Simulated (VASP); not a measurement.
A run of VASP 6.6.1 is set up as follows.

The input INCAR:

```
ALGO = Normal ; EDIFF = 1E-6
EDIFFG = -0.01 ; ENCUT = 600
IBRION = 2 ; ISIF = 3
ISMEAR = 1 ; LASPH = T
LCHARG = F ; LREAL = F
LWAVE = F ; NELM = 100
NSW = 80 ; PREC = Accurate
SIGMA = 0.05
```

File KPOINTS:

```
k-points
0
Gamma
  10 10 10
```

File POSCAR:

```
Li3Ti
1.0
    4.0639498759      0.0000000000      0.0000000000
    0.0000000000      4.0639498759      0.0000000000
    0.0000000000      0.0000000000      4.0639498759
Li Ti
3 1
Direct
    0.0000000000      0.0000000000      0.0000000000
    0.0000000000      0.5000000000      0.5000000000
    0.5000000000      0.0000000000      0.5000000000
    0.5000000000      0.5000000000      0.0000000000
```

Potentials or basis: VASP PAW LDA potentials, release 64 (Li_sv, Ti_sv).

Command:

```bash
$ cat potpaw_LDA.64/Li_sv/POTCAR potpaw_LDA.64/Ti_sv/POTCAR > POTCAR
$ mpirun -np 1 vasp_std > vasp.out
```

Question: Predict the space group after relaxing (to 0.05 Å).

Answer: Pm-3m (No. 221).

Question: What does it give for the relaxed cell?

Answer: a = 4.060 Å, b = 4.060 Å, c = 4.060 Å, α = 90.00°, β = 90.00°, γ = 90.00°.

Question: Estimate the relaxed volume.

Answer: 16.73 Å³/atom.

Final structure:
```xyz
4
Lattice="4.0601 0.0000 0.0000 0.0000 4.0601 0.0000 0.0000 0.0000 4.0601" Properties=species:S:1:pos:R:3 pbc="T T T"
Li    0.0000    0.0000    0.0000
Li    0.0000    2.0301    2.0301
Li    2.0301    0.0000    2.0301
Ti    2.0301    2.0301    0.0000
```

Caveat: the cutoff is under 1.25 times the usual one of these potentials, so pressure, stress and relaxed cells hold a basis-set (Pulay) error.
